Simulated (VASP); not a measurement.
# ZnS (P6_3mc) in VASP: further runs

ZnS is run at these levels: PBEsol; tasks: single point.

Everything below comes from runs of VASP 6.6.1. Logs are shortened: lines on timing, memory, paths and dates and some standing lists are left out, and cuts for length are marked.

## 1. The cell of the first run

The structure is hexagonal, space group P6_3mc (No. 186). The conventional cell has a = 3.964 Å, b = 3.964 Å, c = 5.425 Å, α = 90.00°, β = 90.00°, γ = 120.00°. Zn (site symmetry 3m) has 4 S at 2.03 to 2.39 Å within 2.7 Å. Within 2.7 Å of S (site symmetry 3m) lie 4 Zn at 2.03 to 2.39 Å.

## 2. Single point, PBEsol (18.45 Å³/atom)

Contents of INCAR:

```
  ALGO = Normal
  EDIFF = 1E-7
  ENCUT = 520
  GGA = PS
  ISIF = 2
  ISMEAR = 0
  LASPH = True
  LCHARG = False
  LREAL = False
  LWAVE = False
  NBANDS = 26
  NELM = 100
  PREC = Accurate
  SIGMA = 0.05
```

Contents of KPOINTS:

```
k-points
0
Gamma
  9 9 6
```

Contents of POSCAR:

```
ZnS
1.0
    3.9636566302      0.0000000000      0.0000000000
   -1.9818283151      3.4326273336      0.0000000000
    0.0000000000      0.0000000000      5.4250568298
Zn S
2 2
Direct
    0.3333333333      0.6666666667      0.0054424479
    0.6666666667      0.3333333333      0.5054424479
    0.3333333333      0.6666666667      0.3795575521
    0.6666666667      0.3333333333      0.8795575521
```

Potentials or basis: VASP PAW PBE potentials, release 64 (Zn, S).

On the command line:

```
> cat potpaw_PBE.64/Zn/POTCAR potpaw_PBE.64/S/POTCAR > POTCAR
> mpirun -np 1 vasp_std > vasp.out
```

OUTCAR:

```text
EDIFF = 1E-7
   ENCUT = 520
   GGA = PS
   ISIF = 2
   ISMEAR = 0
   LASPH = True
   LREAL = False
   NELM = 100
   PREC = Accurate

 ion  position               nearest neighbor table
   1  0.333  0.667  0.005-   3 2.03   4 2.39   4 2.39   4 2.39
   2  0.667  0.333  0.505-   4 2.03   3 2.39   3 2.39   3 2.39
   3  0.333  0.667  0.380-   1 2.03   2 2.39   2 2.39   2 2.39
   4  0.667  0.333  0.880-   2 2.03   1 2.39   1 2.39   1 2.39

  LATTYP: Found a hexagonal cell.
 ALAT       =     3.9636566302
 C/A-ratio  =     1.3687000000

  Lattice vectors:

 A1 = (   3.9636566302,   0.0000000000,   0.0000000000)
 A2 = (  -1.9818283151,   3.4326273336,   0.0000000000)
 A3 = (   0.0000000000,   0.0000000000,   5.4250568298)

Analysis of symmetry for initial positions (statically):
=====================================================================
 Subroutine PRICEL returns:
 Original cell was already a primitive cell.

 Routine SETGRP: Setting up the symmetry group for a
 hexagonal supercell.

 Subroutine GETGRP returns: Found 12 space group operations
 (whereof  6 operations were pure point group operations)
 out of a pool of 24 trial point group operations.

The static configuration has the point symmetry C_3v.
 The point group associated with its full space group is C_6v.

Analysis of symmetry for dynamics (positions and initial velocities):
=====================================================================
 Subroutine PRICEL returns:
 Original cell was already a primitive cell.

 Routine SETGRP: Setting up the symmetry group for a
 hexagonal supercell.

 Subroutine GETGRP returns: Found 12 space group operations
 (whereof  6 operations were pure point group operations)
 out of a pool of 24 trial point group operations.

The dynamic configuration has the point symmetry C_3v.
 The point group associated with its full space group is C_6v.

 Subroutine INISYM returns: Found 12 space group operations
 (whereof  6 operations are pure point group operations),
 and found     1 'primitive' translations

----------------------------------------------------------------------------------------

                                     Primitive cell

  volume of cell :      73.8120

  direct lattice vectors                    reciprocal lattice vectors
     3.963656630  0.000000000  0.000000000     0.252292288  0.145661020  0.000000000
    -1.981828315  3.432627334  0.000000000     0.000000000  0.291322041  0.000000000
     0.000000000  0.000000000  5.425056830     0.000000000  0.000000000  0.184329866

  length of vectors
     3.963656630  3.963656630  5.425056830     0.291322041  0.291322041  0.184329866

  position of ions in fractional coordinates (direct lattice)
     0.333333333  0.666666667  0.005442448
     0.666666667  0.333333333  0.505442448
     0.333333333  0.666666667  0.379557552
     0.666666667  0.333333333  0.879557552

  ion indices of the primitive-cell ions
   primitive index   ion index
                 1           1
                 2           2
                 3           3
                 4           4

----------------------------------------------------------------------------------------

 KPOINTS: k-points

Automatic generation of k-mesh.
 Grid dimensions read from file:
 generate k-points for:    9    9    6

 Generating k-lattice:

  Cartesian coordinates                     Fractional coordinates (reciprocal lattice)
     0.028032476  0.016184558  0.000000000     0.111111111  0.000000000  0.000000000
     0.000000000  0.032369116  0.000000000     0.000000000  0.111111111  0.000000000
     0.000000000  0.000000000  0.030721644     0.000000000  0.000000000  0.166666667

  Length of vectors
     0.032369116  0.032369116  0.030721644

  Shift w.r.t. Gamma in fractional coordinates (k-lattice)
     0.000000000  0.000000000  0.000000000

 Subroutine IBZKPT returns following result:
 ===========================================

 Found     48 irreducible k-points:

 Following reciprocal coordinates:
            Coordinates               Weight
  0.000000  0.000000  0.000000      1.000000
  0.111111  0.000000  0.000000      6.000000
  0.222222  0.000000  0.000000      6.000000
  0.333333  0.000000  0.000000      6.000000
  0.444444  0.000000  0.000000      6.000000
  0.111111  0.111111  0.000000      6.000000
[... 16 lines left out ...]
  0.333333  0.222222  0.166667     24.000000
  0.333333  0.333333  0.166667      4.000000
 [... further k-points ...]
   k-points           NKPTS =     48   k-points in BZ     NKDIM =     48   number of bands    NBANDS=     26
   number of dos      NEDOS =    301   number of ions     NIONS =      4
   total plane-waves  NPLWV =  36000
   dimension x,y,z NGX =    30 NGY =   30 NGZ =   40
   dimension x,y,z NGXF=    60 NGYF=   60 NGZF=   80
   ions per type =               2   2
   NGX,Y,Z   is equivalent  to a cutoff of  12.58, 12.58, 12.26 a.u.
   NGXF,Y,Z  is equivalent  to a cutoff of  25.17, 25.17, 24.52 a.u.
 SYSTEM =  unknown system
   PREC   = accura    normal or accurate (medium, high low for compatibility)
   ISTART =      0    job   : 0-new  1-cont  2-samecut
   ICHARG =      2    charge: 1-file 2-atom 10-const
   ISPIN  =      1    spin polarized calculation?
   LNONCOLLINEAR =      F non collinear calculations
   LSORBIT =      F    spin-orbit coupling
   LASPH  =      T    aspherical Exc in radial PAW
   ENCUT  =  520.0 eV  38.22 Ry    6.18 a.u.   7.37  7.37 10.09*2*pi/ulx,y,z
   NELM   =    100;   NELMIN=  2; NELMDL= -5     # of ELM steps
   EDIFF  = 0.1E-06   stopping-criterion for ELM
   LREAL  =      F    real-space projection
   EDIFFG = 0.1E-05   stopping-criterion for IOM
   NSW    =      0    number of steps for IOM
   IBRION =     -1    ionic relax: 0-MD 1-quasi-New 2-CG
   NFREE  =      0    steps in history (QN), initial steepest desc. (CG)
   ISIF   =      2    stress and relaxation
   ISYM   =      2    0-nonsym 1-usesym 2-fastsym
   POTIM  = 0.5000    time-step for ionic-motion
   TEBEG  =    0.0;   TEEND  =   0.0 temperature during run
   PSTRESS=    0.0 pullay stress
   NELECT =      36.0000    total number of electrons
   NUPDOWN=      -1.0000    fix difference up-down
   EMIN   =  10.00;   EMAX   =-10.00  energy-range for DOS
   EFERMI =   0.00;   METHOD = LEGACY
   ISMEAR =     0;   SIGMA  =   0.05  broadening in eV -4-tet -1-fermi 0-gaus
   EFERMI_NEDOS =   21; number of points for ismear=-14 and -15
   IALGO  =     38    algorithm
   IMIX   =      4    mixing-type and parameters
     AMIX     =   0.40;   BMIX     =  1.00
     AMIX_MAG =   1.60;   BMIX_MAG =  1.00
  volume/ion in A,a.u.               =      18.45       124.53
  Fermi-wavevector in a.u.,A,eV,Ry     =   1.288645  2.435186 22.593920  1.660606
  Thomas-Fermi vector in A             =   2.420586
   LORBIT       =      0    0 simple, 1 ext, 2 COOP (PROOUT), +10 PAW based schemes
   GGA     = PS    functional components
   LHFCALC =     F    Hartree Fock is set to
   AEXX    =    0.0000 exact exchange contribution
   IVDW    =     0    specifies the selected vdW correction
   LEPSILON=     F    determine dielectric tensor
   LRPA    =     F    only Hartree local field effects (RPA)
 non-spin polarized calculation
 Gauss-broadening in eV      SIGMA  =   0.05
  energy-cutoff  :      520.00
  volume of cell :       73.81
 maximum number of plane-waves:      2019
 NGX is ok and might be reduce to    30
   NGX = 15   NGY = 15   NGZ = 21

 number of electron      35.9999986 magnetization

 Free energy of the ion-electron system (eV)
  ---------------------------------------------------
  ext. energy  EPLUGINS =         0.00000000
  ---------------------------------------------------
  free energy    TOTEN  =       -14.06998939 eV

  energy without entropy =      -14.06998939  energy(sigma->0) =      -14.06998939

 E-fermi :   2.9552     XC(G=0): -10.1248

 val. band max:        2.7205772184   @ k =   0.0000   0.0000   0.0000
 cond. band min:       4.4661485442   @ k =   0.0000   0.0000   0.0000
 fundamental gap:      1.7455713258
 Fermi energy:         2.9551741608

 k-point     1 :       0.0000    0.0000    0.0000
  band No.  band energies     occupation
      1     -11.1080      2.00000
      2      -9.5860      2.00000
      3      -4.2298      2.00000
      4      -4.0296      2.00000
      5      -4.0296      2.00000
      6      -3.8380      2.00000
[... 18 lines left out ...]
     25      11.8209      0.00000
     26      11.8315      0.00000

 k-point     2 :       0.1111    0.0000    0.0000
  band No.  band energies     occupation
      1     -11.0309      2.00000
      2      -9.5741      2.00000
      3      -4.2224      2.00000
      4      -4.0289      2.00000
      5      -4.0237      2.00000
      6      -3.8477      2.00000
[... 18 lines left out ...]
     25      11.2446      0.00000
     26      11.6521      0.00000

 k-point     3 :       0.2222    0.0000    0.0000
  band No.  band energies     occupation
      1     -10.8161      2.00000
      2      -9.5573      2.00000
      3      -4.2045      2.00000
      4      -4.0195      2.00000
      5      -4.0137      2.00000
      6      -3.8637      2.00000
[... 18 lines left out ...]
     25      11.4529      0.00000
     26      11.7885      0.00000

 k-point     4 :       0.3333    0.0000    0.0000
  band No.  band energies     occupation
      1     -10.5172      2.00000
      2      -9.5810      2.00000
      3      -4.1845      2.00000
      4      -4.0106      2.00000
      5      -3.9859      2.00000
      6      -3.8581      2.00000
[... 18 lines left out ...]
     25      12.3850      0.00000
     26      12.6674      0.00000

 k-point     5 :       0.4444    0.0000    0.0000
  band No.  band energies     occupation
      1     -10.2499      2.00000
      2      -9.6613      2.00000
      3      -4.1701      2.00000
      4      -4.0124      2.00000
      5      -3.9299      2.00000
      6      -3.8599      2.00000
[... 18 lines left out ...]
     25      13.0552      0.00000
     26      14.0247      0.00000

 k-point     6 :       0.1111    0.1111    0.0000
  band No.  band energies     occupation
      1     -10.8848      2.00000
      2      -9.5598      2.00000
      3      -4.2083      2.00000
      4      -4.0233      2.00000
      5      -4.0180      2.00000
      6      -3.8618      2.00000
[... 427 lines left out ...]
 k-point    21 :       0.4444    0.1111    0.1667
  band No.  band energies     occupation
      1     -10.1170      2.00000
      2      -9.7149      2.00000
      3      -4.1806      2.00000
      4      -4.0186      2.00000
      5      -3.9774      2.00000
      6      -3.8906      2.00000
[... 18 lines left out ...]
     25      12.3414      0.00000
     26      13.8420      0.00000

 k-point    22 :       0.2222    0.2222    0.1667
  band No.  band energies     occupation
      1     -10.3007      2.00000
      2      -9.6538      2.00000
      3      -4.1673      2.00000
      4      -4.0620      2.00000
      5      -3.9526      2.00000
      6      -3.9333      2.00000
[... 18 lines left out ...]
     25      12.1611      0.00000
     26      12.7691      0.00000

 k-point    23 :       0.3333    0.2222    0.1667
  band No.  band energies     occupation
      1     -10.0622      2.00000
      2      -9.7360      2.00000
      3      -4.1290      2.00000
      4      -4.0604      2.00000
      5      -3.9928      2.00000
      6      -3.8558      2.00000
[... 18 lines left out ...]
     25      12.0608      0.00000
     26      13.0198      0.00000

 k-point    24 :       0.3333    0.3333    0.1667
  band No.  band energies     occupation
      1      -9.8719      2.00000
      2      -9.8719      2.00000
      3      -4.0773      2.00000
      4      -4.0532      2.00000
      5      -4.0532      2.00000
      6      -3.7851      2.00000
[... 18 lines left out ...]
     25      12.6115      0.00000
     26      12.7623      0.00000

 [... further k-points ...]
[... 5 lines left out ...]
  --------------------------------------------------------------------------------------
  -------------------------------------------------------------------------------------
  Total       -1.7795167     -1.7795167     17.0966690      0.0000000      0.0000000      0.0000000
  in kB      -38.6265291    -38.6265291    371.1035531      0.0000000      0.0000000      0.0000000
  external PRESSURE =      97.9501650 kB  Pullay stress =       0.0000000 kB

 VOLUME and BASIS-vectors are now :
 -----------------------------------------------------------------------------
  energy-cutoff  :      520.00
  volume of cell :       73.81
      direct lattice vectors                 reciprocal lattice vectors
     3.963656630  0.000000000  0.000000000     0.252292288  0.145661020  0.000000000
    -1.981828315  3.432627334  0.000000000     0.000000000  0.291322041  0.000000000
     0.000000000  0.000000000  5.425056830     0.000000000  0.000000000  0.184329866

 POSITION                                       TOTAL-FORCE (eV/Angst)
 -----------------------------------------------------------------------------------
     -0.00000      2.28842      0.02953        -0.000000     -0.000000     -3.012505
      1.98183      1.14421      2.74205         0.000000     -0.000000     -3.012505
     -0.00000      2.28842      2.05912        -0.000000     -0.000000      3.012505
      1.98183      1.14421      4.77165         0.000000      0.000000      3.012505
 -----------------------------------------------------------------------------------
    total drift:                               -0.000000     -0.000001      0.000881

  FREE ENERGIE OF THE ION-ELECTRON SYSTEM (eV)
  ---------------------------------------------------
  free  energy   TOTEN  =       -14.0699893884 eV

  energy  without entropy=      -14.0699893884  energy(sigma->0) =      -14.06998939
```

Wall time 1.7 min (1 thread of Intel Xeon Platinum 8259CL at 2.50GHz (Skylake/Cascade Lake), shared host); peak memory 0.22 GiB.

What came out:

* Free energy: -14.0700 eV
* Pressure: 9.8 GPa
* Largest force: 3.013 eV/Å
* Band gap on the k mesh: 1.75 eV

Forces in eV/Å, atoms in the order of the input:
```
Zn   0.000  0.000 -3.013
Zn   0.000  0.000 -3.013
S    0.000  0.000  3.013
S    0.000  0.000  3.013
```

Caveat: the cell stands under pressure; the PAW data sets were made with another functional, which shifts forces and pressure a little; an odd mesh through Γ misses points on the zone boundary, where band edges can lie.

(Part 1 of 2 ends here.)
